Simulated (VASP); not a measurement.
HgTe: single point with PBEsol

The system is HgTe.

```
Hg Te
1.0
     0.00000    3.09309    3.33728
     3.09309    0.00000    3.33728
     3.09309    3.09309    0.00000
Hg Te
1 1
Direct
  0.00000 0.00000 0.00000
  0.75000 0.75000 0.75000
```

This cell differs from its parent crystal: strain -0.050 along x and y, +0.025 along z.

| Property | Result |
| --- | --- |
| Program | VASP 6.6.1 |
| Task | single point |
| Functional | PBEsol |
| Potentials or basis | VASP PAW PBE potentials, release 64 (Hg, Te) |
| Cutoff | 520 eV |
| k mesh | 16 × 16 × 16 |
| Occupations | gaussian, width 0.15 eV |
| Spin | no spin polarisation |

```
Pressure               : 4.0 GPa
Band gap on the k mesh : zero (filled and empty bands touch)
```

Stress tensor (GPa, compression positive):
```
4.37 0.00 0.00
0.00 4.37 0.00
0.00 0.00 3.18
```

Levels at points of the mesh, in eV from the Fermi level:
```csv
k point,band 6,band 7,band 8,band 9,band 10,band 11,band 12,band 13
"(0.00, 0.00, 0.00)",-7.23,-0.88,-0.43,-0.09,-0.09,3.92,3.92,3.92
"(0.50, 0.00, 0.00)",-6.92,-6.09,-1.49,-1.10,0.40,4.57,4.97,6.53
"(0.50, 0.50, 0.00)",-6.86,-6.22,-2.50,-2.50,2.00,2.30,7.76,8.84
"(0.50, 0.00, 0.50)",-6.71,-5.82,-2.92,-2.72,1.43,1.92,8.24,8.50
```

Run time: 3 min on 1 thread of Intel(R) Xeon(R) Platinum 8559C (Emerald Rapids), on a shared host, peak memory 0.49 GiB.

Caveat: the cell differs from its parent crystal (strain -0.050 along x and y, +0.025 along z); the cell stands under pressure; semilocal functionals underestimate gaps, and a narrow one can read as zero; the PAW data sets were made with another functional, which shifts forces and pressure a little; spin-orbit coupling is left out, which moves the levels of the heavy elements.
